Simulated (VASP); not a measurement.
Input of a VASP 6.6.1 run:

Contents of POSCAR:

```
Si
1.0
    0.0000000000      2.7221188962      2.7221188962
    2.8429809751      0.0000000000      2.7221188962
    2.8429809751      2.7221188962      0.0000000000
Si
2
Direct
    0.0000000000      0.0000000000      0.0000000000
    0.2500000000      0.2500000000      0.2500000000
```

File INCAR.step1:

```
SYSTEM = Si
PREC = Accurate
ENCUT = 520
ISMEAR = 0
SIGMA = 0.01
LREAL = .FALSE.
LASPH = .TRUE.
NELM = 60
NBANDS = 11
GGA = PE
ALGO = Normal
EDIFF = 1E-4
LWAVE = .TRUE.
LCHARG = .FALSE.
```

The input INCAR.step2:

```
SYSTEM = Si
PREC = Accurate
ENCUT = 520
EDIFF = 1E-6
ISMEAR = 0
SIGMA = 0.01
LREAL = .FALSE.
LASPH = .TRUE.
NELM = 60
ALGO = Normal
ISIF = 2
LWAVE = .FALSE.
LCHARG = .FALSE.
METAGGA = R2SCAN
LMIXTAU = .TRUE.
NBANDS = 11
ISTART = 1
```

File KPOINTS:

```
regular mesh
0
G
  8 8 8
  0 0 0
```

Potentials or basis: VASP PAW PBE potentials, release 64 (Si).

Command:

```bash
$ cat potpaw_PBE.64/Si/POTCAR > POTCAR
$ cp INCAR.step1 INCAR
$ mpirun -np 1 vasp_std > vasp.out
$ cp INCAR.step2 INCAR
$ mpirun -np 1 vasp_std > vasp.out
```

Q: Predict the band gap on the k mesh.

A: 0.65 eV, indirect (least direct gap 2.57 eV).

Q: Predict the pressure.

A: -4.1 GPa.

Stress tensor (GPa, compression positive):
```
-7.36  0.00  0.00
 0.00 -2.46  0.00
 0.00  0.00 -2.46
```

Caveat: the cell differs from its parent crystal (uniaxial x strain +4.4%); the PAW data sets were made with another functional, which shifts forces and pressure a little. A k mesh can miss the band edges.
